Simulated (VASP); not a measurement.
Runs of VASP 6.6.1 on Al4Co3Ni. The structure is that of space group Im-3m (No. 229), or close to it. The cells are those of the table. 

| cell | gap on the mesh (eV) | pressure (GPa) | moment (μB) |
| --- | --- | --- | --- |
| a = 4.963 Å, angles 109.5°, 8 atoms | none | -0.1 | (a) |
| a = 4.862 Å, angles 109.5°, 8 atoms | none | (b) | 0.72 |
| a = 4.913 Å, angles 109.5°, 8 atoms | none | 5.4 | 0.84 |
| a = 5.012 Å, angles 109.5°, 8 atoms | none | -4.7 | 1.06 |

Alike in all rows: task single point; level PBE; potentials or basis VASP PAW PBE potentials, release 64 (Al, Ni, Co); spin collinear, ferromagnetic start; k mesh 10 × 10 × 10; cutoff (eV) 520; smearing gaussian 0.1 eV.

Estimate the missing entries.

(a) 0.95; (b) 11.9.

Caveats: the cell stands under pressure (at least some runs); the cell stands under tension (at least some runs).

A gap of «none» marks levels without a gap at the run's occupations.
